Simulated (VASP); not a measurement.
## Si62P (a cell with a defect): single point with PBE

Si62P (a cell with a defect):

```
Si P
1.0
    10.86000    0.00000    0.00000
     0.00000   10.86000    0.00000
     0.00000    0.00000   10.86000
Si P
62 1
Cartesian
  5.4396 0.0011 0.0011
  6.7978 1.3514 1.3514
  8.2092 2.6564 0.0041
  9.5459 4.0435 1.3533
  8.2092 0.0041 2.6564
  9.5459 1.3533 4.0435
  2.6989 2.6989 0.1011
  4.0841 4.0841 1.3874
  5.4189 5.4189 -0.0133
  6.7713 6.7713 1.3355
  8.1428 8.1428 -0.0105
  9.5570 9.5570 1.1958
  2.6989 0.1011 2.6989
  4.0841 1.3874 4.0841
  5.4639 2.7269 2.7269
  6.8160 4.0809 4.0809
  8.1659 5.4304 2.6966
  9.5128 6.8125 4.0366
  5.4189 -0.0133 5.4189
  6.7713 1.3355 6.7713
  8.1659 2.6966 5.4304
  9.5128 4.0366 6.8125
  8.1428 -0.0105 8.1428
  9.5570 1.1958 9.5570
  0.0011 5.4396 0.0011
  1.3514 6.7978 1.3514
  2.6564 8.2092 0.0041
  4.0435 9.5459 1.3533
  0.1011 2.6989 2.6989
  1.3874 4.0841 4.0841
  2.7269 5.4639 2.7269
  4.0809 6.8160 4.0809
  5.4304 8.1659 2.6966
  6.8125 9.5128 4.0366
  0.0011 0.0011 5.4396
  1.3514 1.3514 6.7978
  2.7269 2.7269 5.4639
  4.0809 4.0809 6.8160
  5.4270 5.4270 5.4270
  6.7739 6.7739 6.7739
  8.1397 8.1397 5.4125
  9.4906 9.4906 6.7746
  2.6564 0.0041 8.2092
  4.0435 1.3533 9.5459
  5.4304 2.6966 8.1659
  6.8125 4.0366 9.5128
  8.1397 5.4125 8.1397
  9.4906 6.7746 9.4906
  0.0041 8.2092 2.6564
  1.3533 9.5459 4.0435
  -0.0133 5.4189 5.4189
  1.3355 6.7713 6.7713
  2.6966 8.1659 5.4304
  4.0366 9.5128 6.8125
  0.0041 2.6564 8.2092
  1.3533 4.0435 9.5459
  2.6966 5.4304 8.1659
  4.0366 6.8125 9.5128
  5.4125 8.1397 8.1397
  6.7746 9.4906 9.4906
  -0.0105 8.1428 8.1428
  1.1958 9.5570 9.5570
  1.3166 1.3166 1.3166
```

```
Program             : VASP 6.6.1
Task                : single point
Functional          : PBE
Potentials or basis : VASP PAW PBE potentials, release 64 (Si, P)
Cutoff              : 520 eV
k mesh              : 1 × 1 × 1
Occupations         : gaussian, width 0.02 eV
Spin                : no spin polarisation
```

```
Largest force : 0.024 eV/Å
```

Forces on the atoms (eV/Å):
```
Si   0.009  0.001  0.001
Si   0.004 -0.002 -0.002
Si  -0.005  0.002 -0.004
Si  -0.003 -0.004 -0.006
Si  -0.005 -0.004  0.002
Si  -0.003 -0.006 -0.004
Si  -0.009 -0.009 -0.001
Si   0.003  0.003 -0.006
Si   0.002  0.002  0.005
Si   0.003  0.003  0.006
Si  -0.002 -0.002  0.000
Si   0.006  0.006 -0.004
Si  -0.009 -0.001 -0.009
Si   0.003 -0.006  0.003
Si   0.001 -0.005 -0.005
Si  -0.004  0.006  0.006
Si   0.000 -0.004 -0.005
Si   0.003 -0.001  0.012
Si   0.002  0.005  0.002
Si   0.003  0.006  0.003
Si   0.000 -0.005 -0.004
Si   0.003  0.012 -0.001
Si  -0.002  0.000 -0.002
Si   0.006 -0.004  0.006
Si   0.001  0.009  0.001
Si  -0.002  0.004 -0.002
Si   0.002 -0.005 -0.004
Si  -0.004 -0.003 -0.006
Si  -0.001 -0.009 -0.009
Si  -0.006  0.003  0.003
Si  -0.005  0.001 -0.005
Si   0.006 -0.004  0.006
Si  -0.004  0.000 -0.005
Si  -0.001  0.003  0.012
Si   0.001  0.001  0.009
Si  -0.002 -0.002  0.004
Si  -0.005 -0.005  0.001
Si   0.006  0.006 -0.004
Si  -0.005 -0.005 -0.005
Si   0.008  0.008  0.008
Si  -0.004 -0.004  0.001
Si  -0.001 -0.001  0.005
Si   0.002 -0.004 -0.005
Si  -0.004 -0.006 -0.003
Si  -0.004 -0.005  0.000
Si  -0.001  0.012  0.003
Si  -0.004  0.001 -0.004
Si  -0.001  0.005 -0.001
Si  -0.004 -0.005  0.002
Si  -0.006 -0.003 -0.004
Si   0.005  0.002  0.002
Si   0.006  0.003  0.003
Si  -0.005  0.000 -0.004
Si   0.012  0.003 -0.001
Si  -0.004  0.002 -0.005
Si  -0.006 -0.004 -0.003
Si  -0.005 -0.004  0.000
Si   0.012 -0.001  0.003
Si   0.001 -0.004 -0.004
Si   0.005 -0.001 -0.001
Si   0.000 -0.002 -0.002
Si  -0.004  0.006  0.006
P    0.014  0.014  0.014
```

Levels at points of the mesh, in eV from the Fermi level:
| k point | band 124 | band 125 | band 126 | band 127 | band 128 | band 129 |
| --- | --- | --- | --- | --- | --- | --- |
| (0.00, 0.00, 0.00) | -0.87 | -0.87 | -0.49 | 0.00 | 0.00 | 0.10 |

Run time: 3.5 min on 1 thread of Intel(R) Xeon(R) 6975P-C (Granite Rapids), on a shared host, peak memory 1 GiB.

Caveat: the k points lie up to 0.58 Å⁻¹ apart; the cell carries a net charge on a neutralising background, which shifts energy and pressure; the cell is charged against a uniform background, so pressure and absolute levels hang on convention.
